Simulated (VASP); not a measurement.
Input of a VASP 6.6.1 run:

Contents of POSCAR:

```
CdSe
1.0
    0.0773857186      3.0838110647      3.0838110647
    3.0838110647      0.0773857186      3.0838110647
    3.0838110647      3.0838110647      0.0773857186
Cd Se
1 1
Direct
    0.0027670924      0.0027670924      0.0027670924
    0.2472329076      0.2472329076      0.2472329076
```

Contents of INCAR.step1:

```
SYSTEM = CdSe
ALGO = Normal
EDIFF = 1E-4
ENCUT = 520
GGA = PE
GGA_COMPAT = .False.
ISMEAR = -1
LASPH = .True.
LCHARG = .False.
LREAL = .False.
LSORBIT = .True.
LWAVE = .True.
MAGMOM = 0 0 0 0 0 0
NBANDS = 30
NELM = 150
PREC = Accurate
SIGMA = 0.02
```

The input INCAR.step2:

```
SYSTEM = CdSe
ALGO = Normal
EDIFF = 1E-7
ENCUT = 520
GGA_COMPAT = .False.
ISIF = 2
ISMEAR = -1
ISTART = 1
LASPH = .True.
LCHARG = .False.
LMIXTAU = .True.
LORBIT = 11
LORBMOM = .True.
LREAL = .False.
LSORBIT = .True.
LWAVE = .False.
MAGMOM = 0 0 0 0 0 0
METAGGA = R2SCAN
NBANDS = 30
NELM = 150
PREC = Accurate
SIGMA = 0.02
```

Contents of KPOINTS:

```
k-points
0
Gamma
  8 8 8
  0 0 0
```

Potentials or basis: VASP PAW PBE potentials, release 64 (Cd, Se).

Run with:

```sh
$ cat potpaw_PBE.64/Cd/POTCAR potpaw_PBE.64/Se/POTCAR > POTCAR
$ cp INCAR.step1 INCAR
$ mpirun -np 1 vasp_ncl > vasp.out
$ cp INCAR.step2 INCAR
$ mpirun -np 1 vasp_ncl > vasp.out
```

Q: What does it give for the pressure?

A: 1.4 GPa.

Q: Predict the largest force.

A: 0.004 eV/Å.

Q: Predict the net moment.

A: 0.00 μB per cell.

Stress tensor (GPa, compression positive):
```
 1.37 -0.57 -0.57
-0.57  1.37 -0.57
-0.57 -0.57  1.37
```

Caveat: the cell differs from its parent crystal (epitaxial 111 strain -2.0%); the structure was generated, so it needn't be the stable form of CdSe; the PAW data sets were made with another functional, which shifts forces and pressure a little.
